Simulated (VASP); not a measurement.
Input of a VASP 6.6.1 run:

INCAR

```
SYSTEM = Na5ZrO2
PREC     = Accurate       ! precision mode
ENCUT    = 520            ! plane-wave cutoff, eV
EDIFF    = 1E-7           ! SCF threshold, eV
ISMEAR   = 0              ! smearing method
SIGMA    = 0.1            ! smearing width, eV
LREAL    = .FALSE.        ! projectors in reciprocal space
LASPH    = .TRUE.         ! aspherical terms in the spheres
NELM     = 100            ! most SCF steps
ALGO     = Normal         ! electronic algorithm
ISIF     = 2              ! what is computed and relaxed
LWAVE    = .FALSE.        ! write WAVECAR
LCHARG   = .FALSE.        ! write CHGCAR
GGA      = PE             ! functional
NBANDS   = 40             ! bands
```

Contents of KPOINTS:

```
regular mesh
0
G
  12 12 2
  0 0 0
```

File POSCAR:

```
Na5ZrO2
1.0
    3.4275824039      0.0000000000      0.0000000000
   -1.7137912019      2.9683734353      0.0000000000
    0.0000000000      0.0000000000     18.3631343212
Na Zr O
5 1 2
Direct
    0.6666666667      0.3333333333      0.1637138542
    0.3333333333      0.6666666667      0.3296132697
    0.0000000000      0.0000000000      0.5000000000
    0.6666666667      0.3333333333      0.6703867303
    0.3333333333      0.6666666667      0.8362861458
    0.0000000000      0.0000000000      0.0000000000
    0.6666666667      0.3333333333      0.9487235446
    0.3333333333      0.6666666667      0.0512764554
```

Potentials or basis: VASP PAW PBE potentials, release 64 (Na_pv, Zr_sv, O).

Run with:

```bash
$ cat potpaw_PBE.64/Na_pv/POTCAR potpaw_PBE.64/Zr_sv/POTCAR potpaw_PBE.64/O/POTCAR > POTCAR
$ mpirun -np 1 vasp_std > vasp.out
```

Problem. Predict the pressure.

Solution. 0.1 GPa.

Problem. Predict the largest force.

Solution. 0.023 eV/Å.

Stress tensor (GPa, compression positive):
```
0.08 0.00 0.00
0.00 0.08 0.00
0.00 0.00 0.00
```

Caveat: an odd number of electrons without spin polarisation forces a metal; a magnetic or distorted state may lie lower.
